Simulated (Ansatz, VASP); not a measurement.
# LaBRh3: VASP beside Ansatz

Contents of INCAR:

```
  PREC = Accurate
  ENCUT = 520
  EDIFF = 1E-7
  ISMEAR = 1
  SIGMA = 0.15
  LREAL = F
  LASPH = T
  NELM = 60
  ALGO = Normal
  ISIF = 2
  LWAVE = F
  LCHARG = F
  NBANDS = 38
```

File KPOINTS:

```
Automatic mesh
0
Gamma
  5 5 5
```

POSCAR

```
LaBRh3
1.0
    4.2420000000      0.0000000000      0.0000000000
    0.0000000000      4.2420000000      0.0000000000
    0.0000000000      0.0000000000      4.2420000000
La B Rh
1 1 3
Direct
    0.0000000000      0.0000000000      0.0000000000
    0.5000000000      0.5000000000      0.5000000000
    0.0000000000      0.5000000000      0.5000000000
    0.5000000000      0.0000000000      0.5000000000
    0.5000000000      0.5000000000      0.0000000000
```

Input for Ansatz:

```yaml
crystal:
  lattice:
    - [4.242, 0.0, 0.0]
    - [0.0, 4.242, 0.0]
    - [0.0, 0.0, 4.242]
  atoms:
    - { symbol: La, position: [0.0, 0.0, 0.0] }
    - { symbol: B, position: [0.5, 0.5, 0.5] }
    - { symbol: Rh, position: [0.0, 0.5, 0.5] }
    - { symbol: Rh, position: [0.5, 0.0, 0.5] }
    - { symbol: Rh, position: [0.5, 0.5, 0.0] }
basis:
  ecutwfc: 421.77648681281397
kpoints:
  mp_grid:
    grid: [5, 5, 5]
hamiltonian:
  xc: lda
scf:
  occupations:
    method: methfessel_paxton
    width: 0.15
output:
  forces: true
  stress: true
```

Alike in both runs: task single point; functional LDA; k mesh 5 × 5 × 5; occupations methfessel-paxton of order 1, width 0.15 eV; no spin polarisation.

|  | VASP | Ansatz |
| --- | --- | --- |
| version | VASP 6.6.1 | Ansatz 0.2.0 |
| potentials or method | VASP PAW LDA potentials, release 64 (La, B, Rh_pv), cutoff 520 eV | plane waves, PAW |
| valence electrons in the cell | 59 | 65 |

|  | VASP | Ansatz | Ansatz less VASP |
| --- | --- | --- | --- |
| pressure (GPa) | -6.4 | -6.7 | -0.33 |

LDA's correlation is that of Perdew and Zunger in VASP and of Perdew and Wang (1992) in Ansatz. VASP's potentials hold 59 valence electrons a cell and Ansatz's 65, so a difference there can come from the potentials and not from the codes.

Neither program's run includes spin-orbit coupling.
